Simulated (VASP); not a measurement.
# ZnIn2Cl4 (P1) in VASP: single point with PBE

Aim: the single point of ZnIn2Cl4 with PBE.

Program: VASP 6.6.1. These are calculated values, not measurements. Logs are shortened: lines on timing, memory, paths and dates and some standing lists are left out, and cuts for length are marked.

## 1. The cell of the first run

The typed cell holds 7 atoms: a = 7.232 Å, b = 7.159 Å, c = 7.085 Å, α = 95.26°, β = 124.87°, γ = 109.22°.

## 2. Single point, PBE

File INCAR:

```
SYSTEM = ZnIn2Cl4
ALGO = Normal ; EDIFF = 1E-6
ENCUT = 520 ; GGA = PE
ISIF = 2 ; ISMEAR = 0
LASPH = .True. ; LCHARG = .False.
LREAL = .False. ; LWAVE = .False.
NBANDS = 42 ; NELM = 80
PREC = Accurate ; SIGMA = 0.1
```

File KPOINTS:

```
k-points
0
Gamma
  4 4 4
  0 0 0
```

File POSCAR:

```
ZnIn2Cl4
1.0
    3.3825257105      4.2061316480     -4.8132592026
   -3.3020182165      4.1277676236      4.8282913846
    3.2429151485     -4.1129395456      4.7707095309
Zn In Cl
1 2 4
Direct
   -0.0009809542      0.0006802552     -0.0001339901
    0.4999631269      0.6818972888      0.1805527123
    0.5088862230      0.3127505343      0.8199779835
    0.3614098980      0.0237588258      0.0761266549
    0.9589534295      0.2943256267      0.9182555684
    0.6336296814      0.7076746966      0.6640722467
    0.0381385954      0.9789127725      0.3411488244
```

Potentials or basis: VASP PAW PBE potentials, release 64 (Zn, In_d, Cl).

On the command line:

```
> cat potpaw_PBE.64/Zn/POTCAR potpaw_PBE.64/In_d/POTCAR potpaw_PBE.64/Cl/POTCAR > POTCAR
> mpirun -np 1 vasp_std > vasp.out
```

OUTCAR:

```text
SYSTEM = ZnIn2Cl4
   EDIFF = 1E-6
   ENCUT = 520
   GGA = PE
   ISIF = 2
   ISMEAR = 0
   LASPH = .True.
   LREAL = .False.
   NELM = 80
   PREC = Accurate

 ion  position               nearest neighbor table
   1  0.999  0.001  1.000-   7 2.29   4 2.30   5 2.30   6 2.30
   2  0.500  0.682  0.181-   4 2.94   6 2.95   7 3.16   5 3.17   3 3.55
   3  0.509  0.313  0.820-   7 2.96   5 2.97   6 3.17   4 3.19   2 3.55
   4  0.361  0.024  0.076-   1 2.30   2 2.94   3 3.19
   5  0.959  0.294  0.918-   1 2.30   3 2.97   2 3.17
   6  0.634  0.708  0.664-   1 2.30   2 2.95   3 3.17
   7  0.038  0.979  0.341-   1 2.29   3 2.96   2 3.16

  LATTYP: Found a triclinic cell.
 ALAT       =    11.9257058236
 B/A-ratio  =     0.5556260527
 C/A-ratio  =     0.8049162426
 COS(alpha) =     0.0125558929
 COS(beta)  =     0.4117735058
 COS(gamma) =     0.8467773554

  Lattice vectors:

 A1 = (  10.0079665695,   4.2993237504,  -4.8558088743)
 A2 = (   6.6254408590,   0.0931921024,  -0.0425496717)
 A3 = (   0.0591030680,  -0.0148280780,  -9.5990009155)

Analysis of symmetry for initial positions (statically):
=====================================================================
 Subroutine PRICEL returns:
 Original cell was already a primitive cell.

 Routine SETGRP: Setting up the symmetry group for a
 triclinic supercell.

 Subroutine GETGRP returns: Found  1 space group operations
 (whereof  1 operations were pure point group operations)
 out of a pool of  2 trial point group operations.

The static configuration has the point symmetry C_1 .

Analysis of symmetry for dynamics (positions and initial velocities):
=====================================================================
 Subroutine PRICEL returns:
 Original cell was already a primitive cell.

 Routine SETGRP: Setting up the symmetry group for a
 triclinic supercell.

 Subroutine GETGRP returns: Found  1 space group operations
 (whereof  1 operations were pure point group operations)
 out of a pool of  2 trial point group operations.

The dynamic configuration has the point symmetry C_1 .

 Subroutine INISYM returns: Found  1 space group operations
 (whereof  1 operations are pure point group operations),
 and found     1 'primitive' translations

----------------------------------------------------------------------------------------

                                     Primitive cell

[... 98 lines left out ...]
   ENCUT  =  520.0 eV  38.22 Ry    6.18 a.u.  13.45 13.31 13.17*2*pi/ulx,y,z
   NELM   =     80;   NELMIN=  2; NELMDL= -5     # of ELM steps
   EDIFF  = 0.1E-05   stopping-criterion for ELM
   LREAL  =      F    real-space projection
   EDIFFG = 0.1E-04   stopping-criterion for IOM
   NSW    =      0    number of steps for IOM
   IBRION =     -1    ionic relax: 0-MD 1-quasi-New 2-CG
   NFREE  =      0    steps in history (QN), initial steepest desc. (CG)
   ISIF   =      2    stress and relaxation
   ISYM   =      2    0-nonsym 1-usesym 2-fastsym
   POTIM  = 0.5000    time-step for ionic-motion
   TEBEG  =    0.0;   TEEND  =   0.0 temperature during run
   PSTRESS=    0.0 pullay stress
   NELECT =      66.0000    total number of electrons
   NUPDOWN=      -1.0000    fix difference up-down
   EMIN   =  10.00;   EMAX   =-10.00  energy-range for DOS
   EFERMI =   0.00;   METHOD = LEGACY
   ISMEAR =     0;   SIGMA  =   0.10  broadening in eV -4-tet -1-fermi 0-gaus
   EFERMI_NEDOS =   21; number of points for ismear=-14 and -15
   IALGO  =     38    algorithm
   IMIX   =      4    mixing-type and parameters
     AMIX     =   0.40;   BMIX     =  1.00
     AMIX_MAG =   1.60;   BMIX_MAG =  1.00
  volume/ion in A,a.u.               =      37.85       255.43
  Fermi-wavevector in a.u.,A,eV,Ry     =   1.030059  1.946530 14.436087  1.061022
  Thomas-Fermi vector in A             =   2.164138
   LORBIT       =      0    0 simple, 1 ext, 2 COOP (PROOUT), +10 PAW based schemes
   GGA     = PE    functional components
   LHFCALC =     F    Hartree Fock is set to
   AEXX    =    0.0000 exact exchange contribution
   IVDW    =     0    specifies the selected vdW correction
   LEPSILON=     F    determine dielectric tensor
   LRPA    =     F    only Hartree local field effects (RPA)
 non-spin polarized calculation
 Gauss-broadening in eV      SIGMA  =   0.10
  energy-cutoff  :      520.00
  volume of cell :      264.96
 maximum number of plane-waves:      7158
 NGX is ok and might be reduce to    54
   NGX = 27   NGY = 27   NGZ = 27

 number of electron      66.0000010 magnetization

 Free energy of the ion-electron system (eV)
  ---------------------------------------------------
  ext. energy  EPLUGINS =         0.00000000
  ---------------------------------------------------
  free energy    TOTEN  =       -20.32311068 eV

  energy without entropy =      -20.32311068  energy(sigma->0) =      -20.32311068

 E-fermi :   0.5951     XC(G=0):  -6.9188

 val. band max:        0.1829409448   @ k =   0.0000   0.0000   0.0000
 cond. band min:       2.3543060008   @ k =  -0.2500  -0.2500   0.2500
 fundamental gap:      2.1713650560
 Fermi energy:         0.5951163672

 k-point     1 :       0.0000    0.0000    0.0000
  band No.  band energies     occupation
      1     -14.7231      2.00000
      2     -14.4717      2.00000
      3     -14.4407      2.00000
      4     -14.4324      2.00000
      5     -13.4871      2.00000
      6     -13.4480      2.00000
[... 1069 lines left out ...]
     41       6.7594      0.00000
     42       6.8542      0.00000

 [... further k-points ...]
[... 5 lines left out ...]
  --------------------------------------------------------------------------------------
  -------------------------------------------------------------------------------------
  Total        0.0482453      0.2300409      0.2702357     -0.0350375     -0.0192453     -0.0039130
  in kB        0.2917317      1.3910222      1.6340743     -0.2118661     -0.1163731     -0.0236615
  external PRESSURE =       1.1056094 kB  Pullay stress =       0.0000000 kB

 VOLUME and BASIS-vectors are now :
 -----------------------------------------------------------------------------
  energy-cutoff  :      520.00
  volume of cell :      264.96
      direct lattice vectors                 reciprocal lattice vectors
     3.382525710  4.206131648 -4.813259203     0.149270599  0.118548533  0.000735962
    -3.302018217  4.127767624  4.828291385    -0.001017465  0.119814116  0.103986161
     3.242915148 -4.112939546  4.770709531     0.151631680 -0.001654397  0.105113692

 POSITION                                       TOTAL-FORCE (eV/Angst)
 -----------------------------------------------------------------------------------
      6.61944      0.09243     -0.03518        -0.008424      0.000742      0.001848
      0.02502      4.17502      1.74731        -0.001402     -0.001202     -0.015927
      3.34773      0.05888      2.97253         0.001508     -0.001211      0.010203
      1.39090      1.30510     -1.26167         0.007529      0.005989     -0.004071
      5.24964      1.47166      1.18613        -0.004309      0.005045      0.001576
      1.96004      2.85496      3.53513        -0.006480     -0.006307      0.000369
     -1.99707      2.79802      6.17043         0.011579     -0.003055      0.006004
 -----------------------------------------------------------------------------------
    total drift:                               -0.001166      0.000292     -0.000369

  FREE ENERGIE OF THE ION-ELECTRON SYSTEM (eV)
  ---------------------------------------------------
  free  energy   TOTEN  =       -20.3231106837 eV

  energy  without entropy=      -20.3231106837  energy(sigma->0) =      -20.32311068
```

OSZICAR:

```text
N       E                     dE             d eps       ncg     rms          rms(c)
DAV:   1     0.634679162859E+03    0.63468E+03   -0.28939E+04  3024   0.157E+03
DAV:   2     0.890639375165E+02   -0.54562E+03   -0.52071E+03  3274   0.383E+02
DAV:   3    -0.150175451698E+02   -0.10408E+03   -0.10207E+03  3810   0.171E+02
DAV:   4    -0.213330323057E+02   -0.63155E+01   -0.62741E+01  3716   0.472E+01
DAV:   5    -0.215800955144E+02   -0.24706E+00   -0.24692E+00  4192   0.100E+01    0.897E+00
DAV:   6    -0.203393010988E+02    0.12408E+01   -0.20789E+00  4858   0.306E+01    0.653E+00
DAV:   7    -0.203264676963E+02    0.12833E-01   -0.20363E+00  3680   0.607E+00    0.305E+00
DAV:   8    -0.203197578427E+02    0.67099E-02   -0.21398E-01  4210   0.407E+00    0.126E+00
DAV:   9    -0.203210180185E+02   -0.12602E-02   -0.27449E-02  3864   0.222E+00    0.362E-01
DAV:  10    -0.203224550079E+02   -0.14370E-02   -0.67089E-03  4122   0.557E-01    0.235E-01
DAV:  11    -0.203230912887E+02   -0.63628E-03   -0.13527E-03  4086   0.264E-01    0.119E-01
DAV:  12    -0.203231162242E+02   -0.24935E-04   -0.26657E-04  3932   0.144E-01    0.328E-02
DAV:  13    -0.203231128496E+02    0.33746E-05   -0.45365E-05  4318   0.376E-02    0.162E-02
DAV:  14    -0.203231113077E+02    0.15419E-05   -0.79441E-06  2876   0.346E-02    0.607E-03
DAV:  15    -0.203231106837E+02    0.62398E-06   -0.16729E-06  2750   0.183E-02
   1 F= -.20323111E+02 E0= -.20323111E+02  d E =-.369044E-10
```

Wall time 7.1 min (1 thread of Intel Xeon Platinum 8375C at 2.90GHz (Ice Lake), shared host); peak memory 0.62 GiB.

What came out:

```
Free energy            : -20.3231 eV
Pressure               : 0.1 GPa
Largest force          : 0.016 eV/Å
Band gap on the k mesh : 2.17 eV, indirect (least direct gap 2.71 eV)
```

Forces in eV/Å, atoms in the order of the input:
```
Zn  -0.008  0.001  0.002
In  -0.001 -0.001 -0.016
In   0.002 -0.001  0.010
Cl   0.008  0.006 -0.004
Cl  -0.004  0.005  0.002
Cl  -0.006 -0.006  0.000
Cl   0.012 -0.003  0.006
```

Stress tensor (GPa, compression positive):
```
 0.03 -0.02  0.00
-0.02  0.14 -0.01
 0.00 -0.01  0.16
```

Levels at points of the mesh, in eV from the valence-band top:
```tsv
k point	band 31	band 32	band 33	band 34	band 35	band 36
(0.00, 0.00, 0.00)	-2.04	-2.01	0.00	2.71	3.71	3.93
(0.50, 0.00, 0.00)	-2.12	-1.39	-0.90	2.70	2.96	3.39
(0.00, 0.50, 0.00)	-2.09	-1.23	-0.96	2.68	3.24	3.52
(0.50, 0.50, 0.00)	-2.12	-1.62	-0.48	2.48	3.17	3.47
(0.00, 0.00, 0.50)	-2.11	-1.58	-0.51	2.52	3.13	3.44
(0.50, 0.00, 0.50)	-2.10	-1.21	-0.92	2.59	3.21	3.47
(0.00, 0.50, 0.50)	-2.09	-1.43	-0.81	2.68	2.86	3.44
(0.50, 0.50, 0.50)	-2.15	-0.93	-0.89	2.36	2.78	3.12
```

Caveat: spin-orbit coupling is left out, which moves the levels of the heavy elements. A k mesh can miss the band edges.
